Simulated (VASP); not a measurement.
Cu:

```xyz
3
Lattice="4.0563 0.0000 0.0000 -2.0281 3.5128 0.0000 0.0000 0.0000 2.4865" Properties=species:S:1:pos:R:3 pbc="T T T"
Cu    0.0000    0.0000    0.0000
Cu    0.0000    2.3419    1.2432
Cu    2.0281    1.1709    1.2432
```

This isn't the form of Cu at room conditions, which is fcc.

| Property | Result |
| --- | --- |
| Program | VASP 6.6.1 |
| Task | relaxation of cell and atoms |
| Functional | RPBE |
| Potentials or basis | VASP PAW PBE potentials, release 64 (Cu) |
| Cutoff | 600 eV |
| k mesh | 9 × 9 × 13 |
| Occupations | fermi-dirac, width 0.1 eV |
| Spin | no spin polarisation |

At the start: pressure 10.2 GPa; volume 11.81 Å³/atom.

Question: How do energy, volume and symmetry change on relaxing?

Answer: Over 9 steps the energy falls by 28.8 meV/atom and the volume is 12.69 Å³/atom (+7.5 %); space group P6/mmm (No. 191, to 0.1 Å) before and after.

Step by step:
```tsv
step	energy change (eV)	largest force (eV/Å)	pressure (GPa)	volume (Å³)
1	0.0000	0.0000	10.21	35.43
2	-0.0705	0.0000	-3.63	39.43
3	-0.0853	0.0000	-0.31	38.15
4	-0.0853	0.0000	-0.02	38.09
5	-0.0862	0.0000	0.13	38.04
6	-0.0862	0.0000	0.33	38.02
7	-0.0862	0.0000	0.14	38.02
8	-0.0862	0.0000	0.13	38.02
9	-0.0863	0.0000	0.11	38.08
```

Final structure:
```cif
data_structure
_symmetry_space_group_name_H-M 'P 1'
_symmetry_Int_Tables_number 1
_cell_length_a 4.1836
_cell_length_b 4.1836
_cell_length_c 2.5123
_cell_angle_alpha 90.000
_cell_angle_beta 90.000
_cell_angle_gamma 120.000
_cell_volume 38.08
loop_
_atom_site_label
_atom_site_type_symbol
_atom_site_fract_x
_atom_site_fract_y
_atom_site_fract_z
_atom_site_occupancy
Cu1 Cu 0.00000 0.00000 0.00000 1
Cu2 Cu 0.33333 0.66667 0.50000 1
Cu3 Cu 0.66667 0.33333 0.50000 1
```

Caveat: the PAW data sets were made with another functional, which shifts forces and pressure a little.
